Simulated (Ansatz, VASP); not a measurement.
**RbBr in VASP and in Ansatz**

Contents of INCAR:

```
SYSTEM = RbBr
  ALGO = Normal
  EDIFF = 1E-6
  ENCUT = 520
  GGA = PS
  ISIF = 2
  ISMEAR = -1
  LASPH = .True.
  LCHARG = .True.
  LELF = .True.
  LREAL = .False.
  LVHAR = .True.
  LWAVE = .False.
  NBANDS = 15
  NELM = 80
  PREC = Accurate
  SIGMA = 0.03
```

Contents of KPOINTS:

```
k-points
0
Gamma
  7 7 7
  0 0 0
```

File POSCAR:

```
RbBr
1.0
    0.0000000000      3.4501993370      3.4501993370
    3.4501993370      0.0000000000      3.4501993370
    3.4501993370      3.4501993370      0.0000000000
Rb Br
1 1
Direct
    0.0000000000      0.0000000000      0.0000000000
    0.5000000000      0.5000000000      0.5000000000
```

Input for Ansatz:

```yaml
crystal:
  lattice:
    - [0.0, 3.450199337, 3.450199337]
    - [3.450199337, 0.0, 3.450199337]
    - [3.450199337, 3.450199337, 0.0]
  atoms:
    - { symbol: Rb, position: [0.0, 0.0, 0.0] }
    - { symbol: Br, position: [0.5, 0.5, 0.5] }
kpoints:
  mp_grid: { grid: [7, 7, 7] }
  band_path:
    path:
      - [0.0, 0.0, 0.0]
      - [0.5, 0.0, 0.5]
      - [0.625, 0.25, 0.625]
      - [0.375, 0.375, 0.75]
      - [0.0, 0.0, 0.0]
      - [0.5, 0.5, 0.5]
      - [0.5, 0.25, 0.75]
      - [0.5, 0.0, 0.5]
    npoints: 5
scf:
  occupations: { method: fermi_dirac, width: 0.03 }
hamiltonian:
  xc: pbesol
  pseudopotentials: { kind: all_electron, lapw: { basis_error: 0.001 } }
output:
  forces: true
  stress: true
  eigenvalues: true
```

Change from the starting cell: volume scaled by 1.02.

Alike in both runs: task single point; functional PBEsol; k mesh 7 × 7 × 7; occupations fermi-dirac, width 0.03 eV; no spin polarisation.

|  | VASP | Ansatz |
| --- | --- | --- |
| version | VASP 6.6.1 | Ansatz 0.2.0 |
| potentials or method | VASP PAW PBE potentials, release 64 (Rb_sv, Br), cutoff 520 eV | all-electron LAPW, scalar-relativistic |

|  | VASP | Ansatz | Ansatz less VASP |
| --- | --- | --- | --- |
| gap on the k mesh at the Fermi level (eV) | 4.17 | 4.17 | +0.003 |
| pressure (GPa) | -0.3 | -0.3 | -0.03 |

VASP's potentials were made for PBE, not for PBEsol. Ansatz ran all-electron here, and VASP with PAW potentials.
